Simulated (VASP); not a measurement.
# TaN (P-6m2) in VASP: a series of runs

The runs below take TaN through electric field gradients, with r2SCAN.

All numbers are computed with VASP 6.6.1; they aren't measurements. Logs are shortened: lines on timing, memory, paths and dates and some standing lists are left out, and cuts for length are marked.

## 1. The cell of the first run

The structure is hexagonal, space group P-6m2 (No. 187). The conventional cell has a = 2.938 Å, b = 2.938 Å, c = 2.883 Å, α = 90.00°, β = 90.00°, γ = 120.00°. Within 3.0 Å of Ta (site symmetry -6m2) lie 6 N at 2.23 Å and 8 Ta at 2.88 to 2.94 Å. Within 3.0 Å of N (site symmetry -6m2) lie 6 Ta at 2.23 Å and 8 N at 2.88 to 2.94 Å.

## 2. Electric field gradients, r2SCAN (10.78 Å³/atom)

The input, POSCAR:

```
TaN
1.0
    2.9380000000      0.0000000000      0.0000000000
   -1.4690000000      2.5443826363      0.0000000000
    0.0000000000      0.0000000000      2.8830000000
Ta N
1 1
Direct
    0.3333333333      0.6666666667      0.5000000000
    0.0000000000      0.0000000000      0.0000000000
```

The input, INCAR.step1:

```
PREC = Accurate
ENCUT = 580
ISMEAR = -1
SIGMA = 0.03
LREAL = F
LASPH = T
NELM = 120
NBANDS = 16
GGA = PE
ALGO = Normal
EDIFF = 1E-5
LWAVE = T
LCHARG = F
GGA_COMPAT = F
```

The input, INCAR.step2:

```
PREC = Accurate
ENCUT = 580
EDIFF = 1E-8
ISMEAR = -1
SIGMA = 0.03
LREAL = F
LASPH = T
NELM = 120
ALGO = Normal
ISIF = 2
LWAVE = F
LCHARG = F
METAGGA = R2SCAN
LMIXTAU = T
LEFG = T
NBANDS = 16
ISTART = 1
GGA_COMPAT = F
```

The input, KPOINTS:

```
regular mesh
0
Gamma
  11 11 10
```

Potentials or basis: VASP PAW PBE potentials, release 64 (Ta_sv_GW, N).

Started as:

```sh
$ cat potpaw_PBE.64/Ta_sv_GW/POTCAR potpaw_PBE.64/N/POTCAR > POTCAR
$ cp INCAR.step1 INCAR
$ mpirun -np 1 vasp_std > vasp.out
$ cp INCAR.step2 INCAR
$ mpirun -np 1 vasp_std > vasp.out
```

OUTCAR:

```text
PREC = Accurate
   ENCUT = 580
   EDIFF = 1E-8
   ISMEAR = -1
   LREAL = F
   LASPH = T
   NELM = 120
   ISIF = 2
   METAGGA = R2SCAN
   ISTART = 1

 ion  position               nearest neighbor table
   1  0.333  0.667  0.500-   2 2.23   2 2.23   2 2.23   2 2.23   2 2.23   2 2.23
   2  0.000  0.000  0.000-   1 2.23   1 2.23   1 2.23   1 2.23   1 2.23   1 2.23

  LATTYP: Found a hexagonal cell.
 ALAT       =     2.9380000000
 C/A-ratio  =     0.9812797822

  Lattice vectors:

 A1 = (   2.9380000000,   0.0000000000,   0.0000000000)
 A2 = (  -1.4690000000,   2.5443826363,   0.0000000000)
 A3 = (   0.0000000000,   0.0000000000,   2.8830000000)

Analysis of symmetry for initial positions (statically):
=====================================================================
 Subroutine PRICEL returns:
 Original cell was already a primitive cell.

 Routine SETGRP: Setting up the symmetry group for a
 hexagonal supercell.

 Subroutine GETGRP returns: Found 12 space group operations
 (whereof 12 operations were pure point group operations)
 out of a pool of 24 trial point group operations.

The static configuration has the point symmetry D_3h.

Analysis of symmetry for dynamics (positions and initial velocities):
=====================================================================
 Subroutine PRICEL returns:
 Original cell was already a primitive cell.

 Routine SETGRP: Setting up the symmetry group for a
 hexagonal supercell.

 Subroutine GETGRP returns: Found 12 space group operations
 (whereof 12 operations were pure point group operations)
 out of a pool of 24 trial point group operations.

The dynamic configuration has the point symmetry D_3h.

 Subroutine INISYM returns: Found 12 space group operations
 (whereof 12 operations are pure point group operations),
 and found     1 'primitive' translations

----------------------------------------------------------------------------------------

                                     Primitive cell

  volume of cell :      21.5516

  direct lattice vectors                    reciprocal lattice vectors
     2.938000000  0.000000000  0.000000000     0.340367597  0.196511324  0.000000000
    -1.469000000  2.544382636  0.000000000     0.000000000  0.393022648  0.000000000
     0.000000000  0.000000000  2.883000000     0.000000000  0.000000000  0.346860909

  length of vectors
     2.938000000  2.938000000  2.883000000     0.393022648  0.393022648  0.346860909

  position of ions in fractional coordinates (direct lattice)
     0.333333333  0.666666667  0.500000000
     0.000000000  0.000000000  0.000000000

  ion indices of the primitive-cell ions
   primitive index   ion index
                 1           1
                 2           2

----------------------------------------------------------------------------------------

 KPOINTS: regular mesh

Automatic generation of k-mesh.
 Grid dimensions read from file:
 generate k-points for:   11   11   10

 Generating k-lattice:

  Cartesian coordinates                     Fractional coordinates (reciprocal lattice)
     0.030942509  0.017864666  0.000000000     0.090909091 -0.000000000  0.000000000
     0.000000000  0.035729332  0.000000000     0.000000000  0.090909091  0.000000000
     0.000000000  0.000000000  0.034686091     0.000000000  0.000000000  0.100000000

  Length of vectors
     0.035729332  0.035729332  0.034686091

  Shift w.r.t. Gamma in fractional coordinates (k-lattice)
     0.000000000  0.000000000  0.000000000

 Subroutine IBZKPT returns following result:
 ===========================================

 Found     96 irreducible k-points:

 Following reciprocal coordinates:
            Coordinates               Weight
  0.000000  0.000000  0.000000      1.000000
  0.090909 -0.000000  0.000000      6.000000
  0.181818  0.000000  0.000000      6.000000
  0.272727 -0.000000  0.000000      6.000000
  0.363636  0.000000  0.000000      6.000000
  0.454545  0.000000  0.000000      6.000000
[... 16 lines left out ...]
  0.090909  0.090909  0.100000     12.000000
  0.181818  0.090909  0.100000     24.000000
 [... further k-points ...]
   k-points           NKPTS =     96   k-points in BZ     NKDIM =     96   number of bands    NBANDS=     16
   number of dos      NEDOS =    301   number of ions     NIONS =      2
   total plane-waves  NPLWV =  13824
   dimension x,y,z NGX =    24 NGY =   24 NGZ =   24
   dimension x,y,z NGXF=    48 NGYF=   48 NGZF=   48
   ions per type =               1   1
   NGX,Y,Z   is equivalent  to a cutoff of  13.58, 13.58, 13.84 a.u.
   NGXF,Y,Z  is equivalent  to a cutoff of  27.16, 27.16, 27.68 a.u.
 SYSTEM =  unknown system
   PREC   = accura    normal or accurate (medium, high low for compatibility)
   ISTART =      1    job   : 0-new  1-cont  2-samecut
   ICHARG =      0    charge: 1-file 2-atom 10-const
   ISPIN  =      1    spin polarized calculation?
   LNONCOLLINEAR =      F non collinear calculations
   LSORBIT =      F    spin-orbit coupling
   LASPH  =      T    aspherical Exc in radial PAW
   ENCUT  =  580.0 eV  42.63 Ry    6.53 a.u.   5.77  5.77  5.66*2*pi/ulx,y,z
   NELM   =    120;   NELMIN=  2; NELMDL=  0     # of ELM steps
   EDIFF  = 0.1E-07   stopping-criterion for ELM
   LREAL  =      F    real-space projection
   EDIFFG = 0.1E-06   stopping-criterion for IOM
   NSW    =      0    number of steps for IOM
   IBRION =     -1    ionic relax: 0-MD 1-quasi-New 2-CG
   NFREE  =      0    steps in history (QN), initial steepest desc. (CG)
   ISIF   =      2    stress and relaxation
   ISYM   =      2    0-nonsym 1-usesym 2-fastsym
   POTIM  = 0.5000    time-step for ionic-motion
   TEBEG  =    0.0;   TEEND  =   0.0 temperature during run
   PSTRESS=    0.0 pullay stress
   NELECT =      18.0000    total number of electrons
   NUPDOWN=      -1.0000    fix difference up-down
   EMIN   =  10.00;   EMAX   =-10.00  energy-range for DOS
   EFERMI =   0.00;   METHOD = LEGACY
   ISMEAR =    -1;   SIGMA  =   0.03  broadening in eV -4-tet -1-fermi 0-gaus
   EFERMI_NEDOS =   21; number of points for ismear=-14 and -15
   IALGO  =     38    algorithm
   IMIX   =      4    mixing-type and parameters
     AMIX     =   0.40;   BMIX     =  1.00
     AMIX_MAG =   1.60;   BMIX_MAG =  1.00
  volume/ion in A,a.u.               =      10.78        72.72
  Fermi-wavevector in a.u.,A,eV,Ry     =   1.541722  2.913432 32.339776  2.376906
  Thomas-Fermi vector in A             =   2.647628
   LORBIT       =      0    0 simple, 1 ext, 2 COOP (PROOUT), +10 PAW based schemes
   METAGGA = R2SCAN    functional components
   LHFCALC =     F    Hartree Fock is set to
   AEXX    =    0.0000 exact exchange contribution
   IVDW    =     0    specifies the selected vdW correction
   LEPSILON=     F    determine dielectric tensor
   LRPA    =     F    only Hartree local field effects (RPA)
 non-spin polarized calculation
  energy-cutoff  :      580.00
  volume of cell :       21.55
 maximum number of plane-waves:       694
 NGX is ok and might be reduce to    24
   NGX = 11   NGY = 11   NGZ = 11

 number of electron      17.9999999 magnetization

 Free energy of the ion-electron system (eV)
  ---------------------------------------------------
  ext. energy  EPLUGINS =         0.00000000
  ---------------------------------------------------
  free energy    TOTEN  =       -62.96062008 eV

  energy without entropy =      -62.96048923  energy(sigma->0) =      -62.96055466

 E-fermi :  12.4791     XC(G=0): -14.6445

 val. band max:       12.4470075196   @ k =   0.0000   0.0000   0.4000
 cond. band min:      12.6368060806   @ k =   0.0909  -0.0000   0.5000
 fundamental gap:      0.1897985610
 Fermi energy:        12.4791287884

 k-point     1 :       0.0000    0.0000    0.0000
  band No.  band energies     occupation
      1     -58.1799      2.00000
      2     -23.7289      2.00000
      3     -23.4704      2.00000
      4     -23.4704      2.00000
      5      -6.3788      2.00000
      6       7.5883      2.00000
[... 8 lines left out ...]
     15      26.1754      0.00000
     16      29.3849      0.00000

 k-point     2 :       0.0909   -0.0000    0.0000
  band No.  band energies     occupation
      1     -58.1735      2.00000
      2     -23.7175      2.00000
      3     -23.5619      2.00000
      4     -23.4899      2.00000
      5      -6.2096      2.00000
      6       7.0924      2.00000
[... 8 lines left out ...]
     15      26.1532      0.00000
     16      29.7356      0.00000

 k-point     3 :       0.1818    0.0000    0.0000
  band No.  band energies     occupation
      1     -58.1564      2.00000
      2     -23.8009      2.00000
      3     -23.6866      2.00000
      4     -23.5416      2.00000
      5      -5.7508      2.00000
      6       6.0699      2.00000
[... 8 lines left out ...]
     15      26.1523      0.00000
     16      30.4918      0.00000

 k-point     4 :       0.2727   -0.0000    0.0000
  band No.  band energies     occupation
      1     -58.1338      2.00000
      2     -24.1009      2.00000
      3     -23.6458      2.00000
      4     -23.6085      2.00000
      5      -5.1336      2.00000
      6       5.0462      2.00000
[... 8 lines left out ...]
     15      26.4419      0.00000
     16      30.5450      0.00000

 k-point     5 :       0.3636    0.0000    0.0000
  band No.  band energies     occupation
      1     -58.1130      2.00000
      2     -24.3652      2.00000
      3     -23.6691      2.00000
      4     -23.6081      2.00000
      5      -4.5398      2.00000
      6       4.2706      2.00000
[... 8 lines left out ...]
     15      26.4727      0.00000
     16      28.8597      0.00000

 k-point     6 :       0.4545    0.0000    0.0000
  band No.  band energies     occupation
      1     -58.1006      2.00000
      2     -24.5175      2.00000
      3     -23.7048      2.00000
      4     -23.5855      2.00000
      5      -4.1689      2.00000
      6       3.8562      2.00000
[... 8 lines left out ...]
     15      24.7658      0.00000
     16      29.0850      0.00000
[... 267 lines left out ...]
 k-point    21 :       0.3636    0.0000    0.1000
  band No.  band energies     occupation
      1     -58.1081      2.00000
      2     -24.3501      2.00000
      3     -23.6926      2.00000
      4     -23.6600      2.00000
      5      -4.4979      2.00000
      6       4.3229      2.00000
[... 8 lines left out ...]
     15      26.2027      0.00000
     16      28.7638      0.00000

 k-point    22 :       0.4545    0.0000    0.1000
  band No.  band energies     occupation
      1     -58.0958      2.00000
      2     -24.5010      2.00000
      3     -23.6954      2.00000
      4     -23.6681      2.00000
      5      -4.1701      2.00000
      6       3.8895      2.00000
[... 8 lines left out ...]
     15      24.7526      0.00000
     16      28.9880      0.00000

 k-point    23 :       0.0909    0.0909    0.1000
  band No.  band energies     occupation
      1     -58.1568      2.00000
      2     -23.7946      2.00000
      3     -23.7067      2.00000
      4     -23.5230      2.00000
      5      -5.7247      2.00000
      6       6.4992      2.00000
[... 8 lines left out ...]
     15      26.0398      0.00000
     16      29.9320      0.00000

 k-point    24 :       0.1818    0.0909    0.1000
  band No.  band energies     occupation
      1     -58.1369      2.00000
      2     -23.9665      2.00000
      3     -23.7483      2.00000
      4     -23.5958      2.00000
      5      -5.2308      2.00000
      6       5.5679      2.00000
[... 8 lines left out ...]
     15      25.9786      0.00000
     16      30.2071      0.00000

 [... further k-points ...]
[... 5 lines left out ...]
  --------------------------------------------------------------------------------------
  -------------------------------------------------------------------------------------
  Total       -0.0852663     -0.0852663      0.0130497      0.0000000      0.0000000      0.0000000
  in kB       -6.3388336     -6.3388336      0.9701331      0.0000000      0.0000000      0.0000000
  external PRESSURE =      -3.9025114 kB  Pullay stress =       0.0000000 kB

 VOLUME and BASIS-vectors are now :
 -----------------------------------------------------------------------------
  energy-cutoff  :      580.00
  volume of cell :       21.55
      direct lattice vectors                 reciprocal lattice vectors
     2.938000000  0.000000000  0.000000000     0.340367597  0.196511324  0.000000000
    -1.469000000  2.544382636  0.000000000     0.000000000  0.393022648  0.000000000
     0.000000000  0.000000000  2.883000000     0.000000000  0.000000000  0.346860909

 POSITION                                       TOTAL-FORCE (eV/Angst)
 -----------------------------------------------------------------------------------
     -0.00000      1.69626      1.44150         0.000000      0.000000      0.000000
      0.00000      0.00000      0.00000        -0.000000      0.000000      0.000000
 -----------------------------------------------------------------------------------
    total drift:                                0.000000     -0.000000     -0.000000

  FREE ENERGIE OF THE ION-ELECTRON SYSTEM (eV)
  ---------------------------------------------------
  free  energy   TOTEN  =       -62.9606200800 eV

  energy  without entropy=      -62.9604892341  energy(sigma->0) =      -62.96055466

 Electric field gradients (V/A^2)
---------------------------------------------------------------------
 ion       V_xx      V_yy      V_zz      V_xy      V_xz      V_yz
---------------------------------------------------------------------
   1     -11.426   -11.426    22.852     0.000     0.000    -0.000
   2      -0.210    -0.208     0.418     0.001     0.000     0.000
---------------------------------------------------------------------

 Electric field gradients after diagonalization (V/A^2)
 (convention: |V_zz| > |V_xx| > |V_yy|)
----------------------------------------------------------------------
 ion       V_xx      V_yy      V_zz     asymmetry (V_yy - V_xx)/ V_zz
----------------------------------------------------------------------
   1     -11.426   -11.426    22.852       0.000
   2      -0.210    -0.208     0.418       0.005
----------------------------------------------------------------------

           NMR quadrupolar parameters

 Cq : quadrupolar parameter    Cq=e*Q*V_zz/h
 eta: asymmetry parameters     (V_yy - V_xx)/ V_zz
 Q  : nuclear electric quadrupole moment in mb (millibarn)
----------------------------------------------------------------------
 ion       Cq(MHz)       eta       Q (mb)
----------------------------------------------------------------------
   1       0.055       0.000       1.000
   2       0.001       0.005       1.000
----------------------------------------------------------------------
```

Run time: 2.2 min. Hardware: 1 thread of AMD EPYC 7R13 (Zen 3), shared host; peak memory 0.15 GiB.

What came out:

```yaml
Free_energy: -62.9606 eV
Pressure: -0.4 GPa
Band_gap_on_the_k_mesh: zero (bands 9 and 10 overlap by 0.47 eV)
Largest_electric_field_gradient_by_atom: Ta +22.9; N +0.4 V/Å²
```

Stress tensor (GPa, compression positive):
```
-0.63  0.00  0.00
 0.00 -0.63  0.00
 0.00  0.00  0.10
```

Levels at points of the mesh, in eV from the Fermi level:
| k point | band 6 | band 7 | band 8 | band 9 | band 10 | band 11 | band 12 | band 13 |
| --- | --- | --- | --- | --- | --- | --- | --- | --- |
| (0.00, 0.00, 0.00) | -4.89 | -4.89 | -4.45 | -3.23 | 2.39 | 3.67 | 3.67 | 4.18 |
| (0.00, 0.00, 0.50) | -9.78 | -4.03 | -4.03 | -0.14 | -0.14 | 2.29 | 3.54 | 3.54 |

Electric field gradients, principal values (V/Å²):
```csv
atom,least,middle,greatest (by size)
1 Ta,-11.426,-11.426,22.852
2 N,-0.208,-0.210,0.418
```

Caveat: without QUAD_EFG the Cq values of the log hold for a quadrupole moment of 1 mb, not for the nuclei; the PAW data sets were made with another functional, which shifts forces and pressure a little; spin-orbit coupling is left out, which moves the levels of the heavy elements.

(Continued in part 2 of 2.)

The gap in the log of VASP goes by the Fermi energy; the results here count the filled bands.